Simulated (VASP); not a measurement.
# Ni (Fm-3m) in VASP: notebook

Runs on Ni. Level: PBEsol. Tasks: relaxation of cell and atoms.

Program: VASP 6.6.1. These are calculated values, not measurements. Logs are shortened: lines on timing, memory, paths and dates and some standing lists are left out, and cuts for length are marked.

**1. The cell of the first run**

Symmetry: Fm-3m, No. 225, cubic system. Conventional cell: a = 3.476 Å, b = 3.476 Å, c = 3.476 Å, α = 90.00°, β = 90.00°, γ = 90.00°. Within 3.2 Å of Ni (site symmetry m-3m) lie 12 Ni at 2.46 Å.

**2. Relaxation of cell and atoms, PBEsol, collinear spin, ferromagnetic start, target pressure -2.2 GPa, at which the enthalpy is minimised**

File INCAR:

```
SYSTEM = Ni
ALGO = Normal ; EDIFF = 1E-6
EDIFFG = -0.005 ; ENCUT = 600
GGA = PS ; IBRION = 2
ISIF = 3 ; ISMEAR = -1
ISPIN = 2 ; LASPH = .True.
LCHARG = .False. ; LMAXMIX = 4
LORBIT = 11 ; LREAL = .False.
LWAVE = .False. ; MAGMOM = 1
NELM = 150 ; NSW = 60
PREC = Accurate ; PSTRESS = -22.0
SIGMA = 0.1
```

File KPOINTS:

```
k-points
0
Gamma
  19 19 19
  0 0 0
```

File POSCAR:

```
Ni
1.0
    0.0000000000      1.7381942766      1.7381942766
    1.7381942766      0.0000000000      1.7381942766
    1.7381942766      1.7381942766      0.0000000000
Ni
1
Direct
    0.0000000000      0.0000000000      0.0000000000
```

Potentials or basis: VASP PAW PBE potentials, release 64 (Ni).

Run with:

```console
> cat potpaw_PBE.64/Ni/POTCAR > POTCAR
> mpirun -np 1 vasp_std > vasp.out
```

OUTCAR:

```text
SYSTEM = Ni
   EDIFF = 1E-6
   EDIFFG = -0.005
   ENCUT = 600
   GGA = PS
   IBRION = 2
   ISIF = 3
   ISMEAR = -1
   ISPIN = 2
   LASPH = .True.
   LORBIT = 11
   LREAL = .False.
   NELM = 150
   NSW = 60
   PREC = Accurate
   PSTRESS = -22.0

 ion  position               nearest neighbor table
   1  0.000  0.000  0.000-

  LATTYP: Found a face centered cubic cell.
 ALAT       =     3.4763885532

  Lattice vectors:

 A1 = (   0.0000000000,   1.7381942766,   1.7381942766)
 A2 = (   1.7381942766,   0.0000000000,   1.7381942766)
 A3 = (   1.7381942766,   1.7381942766,   0.0000000000)

Analysis of symmetry for initial positions (statically):
=====================================================================
 Subroutine PRICEL returns:
 Original cell was already a primitive cell.

 Routine SETGRP: Setting up the symmetry group for a
 face centered cubic supercell.

 Subroutine GETGRP returns: Found 48 space group operations
 (whereof 48 operations were pure point group operations)
 out of a pool of 48 trial point group operations.

The static configuration has the point symmetry O_h .

Analysis of symmetry for dynamics (positions and initial velocities):
=====================================================================
 Subroutine PRICEL returns:
 Original cell was already a primitive cell.

 Routine SETGRP: Setting up the symmetry group for a
 face centered cubic supercell.

 Subroutine GETGRP returns: Found 48 space group operations
 (whereof 48 operations were pure point group operations)
 out of a pool of 48 trial point group operations.

The dynamic configuration has the point symmetry O_h .

Analysis of structural, dynamic, and magnetic symmetry:
=====================================================================
 Subroutine PRICEL returns:
 Original cell was already a primitive cell.

 Routine SETGRP: Setting up the symmetry group for a
 face centered cubic supercell.

 Subroutine GETGRP returns: Found 48 space group operations
 (whereof 48 operations were pure point group operations)
 out of a pool of 48 trial point group operations.

The overall configuration has the point symmetry O_h .

 Subroutine INISYM returns: Found 48 space group operations
 (whereof 48 operations are pure point group operations),
 and found     1 'primitive' translations

----------------------------------------------------------------------------------------

                                     Primitive cell

  volume of cell :      10.5033

  direct lattice vectors                    reciprocal lattice vectors
     0.000000000  1.738194277  1.738194277    -0.287654842  0.287654842  0.287654842
     1.738194277  0.000000000  1.738194277     0.287654842 -0.287654842  0.287654842
     1.738194277  1.738194277  0.000000000     0.287654842  0.287654842 -0.287654842

  length of vectors
     2.458177920  2.458177920  2.458177920     0.498232801  0.498232801  0.498232801

  position of ions in fractional coordinates (direct lattice)
     0.000000000  0.000000000  0.000000000

  ion indices of the primitive-cell ions
   primitive index   ion index
                 1           1

----------------------------------------------------------------------------------------

 KPOINTS: k-points

Automatic generation of k-mesh.
 Grid dimensions read from file:
 generate k-points for:   19   19   19

 Generating k-lattice:

  Cartesian coordinates                     Fractional coordinates (reciprocal lattice)
    -0.015139729  0.015139729  0.015139729     0.052631579  0.000000000  0.000000000
     0.015139729 -0.015139729  0.015139729     0.000000000  0.052631579  0.000000000
     0.015139729  0.015139729 -0.015139729     0.000000000  0.000000000  0.052631579

  Length of vectors
     0.026222779  0.026222779  0.026222779

  Shift w.r.t. Gamma in fractional coordinates (k-lattice)
     0.000000000  0.000000000  0.000000000

 Subroutine IBZKPT returns following result:
 ===========================================

 Found    220 irreducible k-points:

 Following reciprocal coordinates:
            Coordinates               Weight
  0.000000  0.000000  0.000000      1.000000
  0.052632  0.000000  0.000000      8.000000
  0.105263  0.000000  0.000000      8.000000
  0.157895  0.000000  0.000000      8.000000
  0.210526  0.000000  0.000000      8.000000
  0.263158  0.000000  0.000000      8.000000
[... 16 lines left out ...]
 -0.315789  0.052632  0.000000     24.000000
 -0.263158  0.052632  0.000000     24.000000
 [... further k-points ...]
   k-points           NKPTS =    220   k-points in BZ     NKDIM =    220   number of bands    NBANDS=     10
   number of dos      NEDOS =    301   number of ions     NIONS =      1
   total plane-waves  NPLWV =   8000
   dimension x,y,z NGX =    20 NGY =   20 NGZ =   20
   dimension x,y,z NGXF=    40 NGYF=   40 NGZF=   40
   ions per type =               1
   NGX,Y,Z   is equivalent  to a cutoff of  13.53, 13.53, 13.53 a.u.
   NGXF,Y,Z  is equivalent  to a cutoff of  27.05, 27.05, 27.05 a.u.
 SYSTEM =  Ni
   PREC   = accura    normal or accurate (medium, high low for compatibility)
   ISTART =      0    job   : 0-new  1-cont  2-samecut
   ICHARG =      2    charge: 1-file 2-atom 10-const
   ISPIN  =      2    spin polarized calculation?
   LNONCOLLINEAR =      F non collinear calculations
   LSORBIT =      F    spin-orbit coupling
   LASPH  =      T    aspherical Exc in radial PAW
   ENCUT  =  600.0 eV  44.10 Ry    6.64 a.u.   4.91  4.91  4.91*2*pi/ulx,y,z
   NELM   =    150;   NELMIN=  2; NELMDL= -5     # of ELM steps
   EDIFF  = 0.1E-05   stopping-criterion for ELM
   LREAL  =      F    real-space projection
   EDIFFG = -.5E-02   stopping-criterion for IOM
   NSW    =     60    number of steps for IOM
   IBRION =      2    ionic relax: 0-MD 1-quasi-New 2-CG
   NFREE  =      1    steps in history (QN), initial steepest desc. (CG)
   ISIF   =      3    stress and relaxation
   ISYM   =      2    0-nonsym 1-usesym 2-fastsym
   POTIM  = 0.5000    time-step for ionic-motion
   TEBEG  =    0.0;   TEEND  =   0.0 temperature during run
   PSTRESS=  -22.0 pullay stress
   NELECT =      10.0000    total number of electrons
   NUPDOWN=      -1.0000    fix difference up-down
   EMIN   =  10.00;   EMAX   =-10.00  energy-range for DOS
   EFERMI =   0.00;   METHOD = LEGACY
   ISMEAR =    -1;   SIGMA  =   0.10  broadening in eV -4-tet -1-fermi 0-gaus
   EFERMI_NEDOS =   21; number of points for ismear=-14 and -15
   IALGO  =     38    algorithm
   IMIX   =      4    mixing-type and parameters
     AMIX     =   0.40;   BMIX     =  1.00
     AMIX_MAG =   1.60;   BMIX_MAG =  1.00
  volume/ion in A,a.u.               =      10.50        70.88
  Fermi-wavevector in a.u.,A,eV,Ry     =   1.610521  3.043444 35.290511  2.593779
  Thomas-Fermi vector in A             =   2.706058
   LORBIT       =     11    0 simple, 1 ext, 2 COOP (PROOUT), +10 PAW based schemes
   GGA     = PS    functional components
   LHFCALC =     F    Hartree Fock is set to
   AEXX    =    0.0000 exact exchange contribution
   IVDW    =     0    specifies the selected vdW correction
   LEPSILON=     F    determine dielectric tensor
   LRPA    =     F    only Hartree local field effects (RPA)
 conjugate gradient relaxation of ions
 spin polarized calculation
  energy-cutoff  :      600.00
  volume of cell :       10.50
 maximum number of plane-waves:       361
   NGX =  9   NGY =  9   NGZ =  9

--------------------------------------- Ionic step        1  -------------------------------------------

 number of electron      10.0000000 magnetization       0.5946194

 Free energy of the ion-electron system (eV)
  ---------------------------------------------------
  ext. energy  EPLUGINS =         0.00000000
  ---------------------------------------------------
  free energy    TOTEN  =        -6.16118914 eV

  energy without entropy =       -6.10661512  energy(sigma->0) =       -6.13390213

------------------------ aborting loop because EDIFF is reached ----------------------------------------

  FORCE on cell =-STRESS in cart. coord.  units (eV):
  Direction    XX          YY          ZZ          XY          YZ          ZX
  --------------------------------------------------------------------------------------
  -------------------------------------------------------------------------------------
  Total       -0.1588513     -0.1588513     -0.1588513      0.0000000      0.0000000      0.0000000
  in kB      -24.2312858    -24.2312858    -24.2312858      0.0000000      0.0000000      0.0000000
  external PRESSURE =      -2.2312858 kB  Pullay stress =     -22.0000000 kB
[... 59 lines left out ...]
  enthalpy is  TOTEN    =        -6.3054077427 eV   P V=       -0.1439187282

--------------------------------------- Ionic step        3  -------------------------------------------

 number of electron       9.9999999 magnetization       0.5945447

 Free energy of the ion-electron system (eV)
  ---------------------------------------------------
  ext. energy  EPLUGINS =         0.00000000
  ---------------------------------------------------
  free energy    TOTEN  =        -6.16132804 eV

  energy without entropy =       -6.10680245  energy(sigma->0) =       -6.13406524

 E-fermi :   9.6936     XC(G=0): -13.6509

 val. band max:        9.6916239758   @ k =  -0.2632   0.1579   0.0000
 cond. band min:       9.6937275931   @ k =  -0.4211   0.3158   0.1579
 fundamental gap:      0.0021036173
 Fermi energy:         9.6935666691

 spin component 1

 k-point     1 :       0.0000    0.0000    0.0000
  band No.  band energies     occupation
      1       0.3930      1.00000
      2       7.2144      1.00000
      3       7.2144      1.00000
      4       7.2144      1.00000
      5       8.4325      1.00000
      6       8.4325      1.00000
      7      33.7109      0.00000
      8      37.8330      0.00000
      9      37.8330      0.00000
     10      37.8330      0.00000
[... 287 lines left out ...]
 k-point    24 :      -0.2632    0.0526    0.0000
  band No.  band energies     occupation
      1       3.2465      1.00000
      2       6.8455      1.00000
      3       7.4116      1.00000
      4       7.4652      1.00000
      5       8.4597      1.00000
      6       8.7959      0.99987
      7      23.0257      0.00000
      8      32.0236      0.00000
      9      35.1080      0.00000
     10      37.4088      0.00000

 [... further k-points ...]

 spin component 2

 k-point     1 :       0.0000    0.0000    0.0000
  band No.  band energies     occupation
      1       0.3837      1.00000
      2       7.8938      1.00000
      3       7.8938      1.00000
      4       7.8938      1.00000
      5       9.0236      0.99877
      6       9.0236      0.99877
      7      33.6054      0.00000
      8      37.8346      0.00000
      9      37.8346      0.00000
     10      37.8346      0.00000
[... 327 lines left out ...]
  FREE ENERGIE OF THE ION-ELECTRON SYSTEM (eV)
  ---------------------------------------------------
  free  energy   TOTEN  =        -6.1613280385 eV

  energy  without entropy=       -6.1068024489  energy(sigma->0) =       -6.13406524

  enthalpy is  TOTEN    =        -6.3054180519 eV   P V=       -0.1440900134

 reached required accuracy - stopping structural energy minimisation

 total charge

# of ion       s       p       d       tot
------------------------------------------
    1        0.516   0.535   8.329   9.380

 magnetization (x)

# of ion       s       p       d       tot
------------------------------------------
    1       -0.006  -0.023   0.630   0.601
```

It took 37 s on 1 thread of Intel Xeon 6975P-C (Granite Rapids), shared host; peak memory 0.17 GiB.

What came out:

```
Free energy                                                : -6.1613 eV
Relaxed volume                                             : 10.49 Å³/atom
Relaxed cell                                               : a = 2.457 Å, b = 2.457 Å, c = 2.457 Å, α = 60.00°, β = 60.00°, γ = 60.00°
Space group after relaxing (to 0.1 Å)                      : Fm-3m (No. 225)
Energy change on relaxing (the run minimises the enthalpy) : -0.1 meV/atom
Ionic steps                                                : 3
Pressure after relaxing                                    : -2.1 GPa
Net moment                                                 : 0.59 μB per cell
Site moments                                               : Ni +0.60 μB
Valence electrons inside the program's atomic spheres      : Ni 9.38
```

Step by step:
```tsv
step	energy change (eV)	largest force (eV/Å)	pressure (GPa)	volume (Å³)
1	0.0000	0.0000	-2.42	10.50
2	-0.0003	0.0000	-1.91	10.48
3	-0.0001	0.0000	-2.14	10.49
```

Final structure:
```
Ni
1.0
     0.00000    1.73766    1.73766
     1.73766    0.00000    1.73766
     1.73766    1.73766    0.00000
Ni
1
Direct
  0.00000 0.00000 0.00000
```

Levels at points of the mesh, in eV from the Fermi level:
Spin up:
```csv
k point,band 2,band 3,band 4,band 5,band 6,band 7,band 8,band 9
"(0.00, 0.00, 0.00)",-2.48,-2.48,-2.48,-1.26,-1.26,24.02,28.14,28.14
```
Spin down:
| k point | band 1 | band 2 | band 3 | band 4 | band 5 | band 6 | band 7 | band 8 | band 9 | band 10 |
| --- | --- | --- | --- | --- | --- | --- | --- | --- | --- | --- |
| (0.00, 0.00, 0.00) | -9.31 | -1.80 | -1.80 | -1.80 | -0.67 | -0.67 | 23.91 | 28.14 | 28.14 | 28.14 |

Caveat: the cell is relaxed towards a set pressure, so the run minimises the enthalpy, not the energy; the PAW data sets were made with another functional, which shifts forces and pressure a little.

**3. Relaxation of cell and atoms, PBEsol, collinear spin, ferromagnetic start, target pressure -2.2 GPa, at which the enthalpy is minimised**

File INCAR:

```
SYSTEM = Ni
PREC     = Accurate       ! precision mode
ENCUT    = 600            ! plane-wave cutoff, eV
EDIFF    = 1E-6           ! SCF threshold, eV
ISMEAR   = -1             ! smearing method
SIGMA    = 0.1            ! smearing width, eV
LREAL    = .FALSE.        ! projectors in reciprocal space
LASPH    = .TRUE.         ! aspherical terms in the spheres
NELM     = 150            ! most SCF steps
ALGO     = Normal         ! electronic algorithm
ISIF     = 3              ! what is computed and relaxed
LWAVE    = .FALSE.        ! write WAVECAR
LCHARG   = .FALSE.        ! write CHGCAR
ISPIN    = 2              ! spin polarisation
MAGMOM   = 1              ! initial moments
LORBIT   = 11             ! projections on sites
LMAXMIX  = 4              ! l up to which the mixer works
GGA      = PS             ! functional
IBRION   = 2              ! ionic algorithm
NSW      = 32             ! ionic steps
EDIFFG   = -0.005         ! ionic threshold
PSTRESS  = -22.0
```

File KPOINTS:

```
Automatic mesh
0
G
  19 19 19
  0 0 0
```

File POSCAR:

```
Ni
1.0
    0.0000000000      1.7381565062      1.7381565062
    1.7381565062      0.0000000000      1.7381565062
    1.7381565062      1.7381565062      0.0000000000
Ni
1
Direct
    0.0000000000      0.0000000000      0.0000000000
```

Potentials or basis: VASP PAW PBE potentials, release 64 (Ni).

Run with:

```console
> cat potpaw_PBE.64/Ni/POTCAR > POTCAR
> mpirun -np 1 vasp_std > vasp.out
```

Run time: 37 s. Hardware: 1 thread of Intel Xeon 6975P-C (Granite Rapids), shared host; peak memory 0.17 GiB.

Results (log left out):

| Item | Value |
| --- | --- |
| Free energy | -6.1613 eV |
| Relaxed volume | 10.49 Å³/atom |
| Relaxed cell | a = 2.457 Å, b = 2.457 Å, c = 2.457 Å, α = 60.00°, β = 60.00°, γ = 60.00° |
| Space group after relaxing (to 0.1 Å) | Fm-3m (No. 225) |
| Energy change on relaxing (the run minimises the enthalpy) | -0.1 meV/atom |
| Ionic steps | 3 |
| Pressure after relaxing | -2.1 GPa |
| Net moment | 0.59 μB per cell |
| Site moments | Ni +0.60 μB |
| Valence electrons inside the program's atomic spheres | Ni 9.38 |

The path:
| step | energy change (eV) | largest force (eV/Å) | pressure (GPa) | volume (Å³) |
| --- | --- | --- | --- | --- |
| 1 | 0.0000 | 0.0000 | -2.41 | 10.50 |
| 2 | -0.0003 | 0.0000 | -1.93 | 10.48 |
| 3 | -0.0001 | 0.0000 | -2.14 | 10.49 |

Final structure:
```yaml
crystal:
  lattice:
    - [0.00000, 1.73766, 1.73766]
    - [1.73766, 0.00000, 1.73766]
    - [1.73766, 1.73766, 0.00000]
  atoms:
    - { symbol: Ni, position: [0.00000, 0.00000, 0.00000] }
```

Levels at points of the mesh, in eV from the Fermi level:
Spin up:
```csv
k point,band 2,band 3,band 4,band 5,band 6,band 7,band 8,band 9
"(0.00, 0.00, 0.00)",-2.48,-2.48,-2.48,-1.26,-1.26,24.02,28.14,28.14
```
Spin down:
```tsv
k point	band 3	band 4	band 5	band 6	band 7	band 8
(0.00, 0.00, 0.00)	-1.80	-1.80	-0.67	-0.67	23.91	28.14
```

Caveat: the cell is relaxed towards a set pressure, so the run minimises the enthalpy, not the energy; the PAW data sets were made with another functional, which shifts forces and pressure a little.
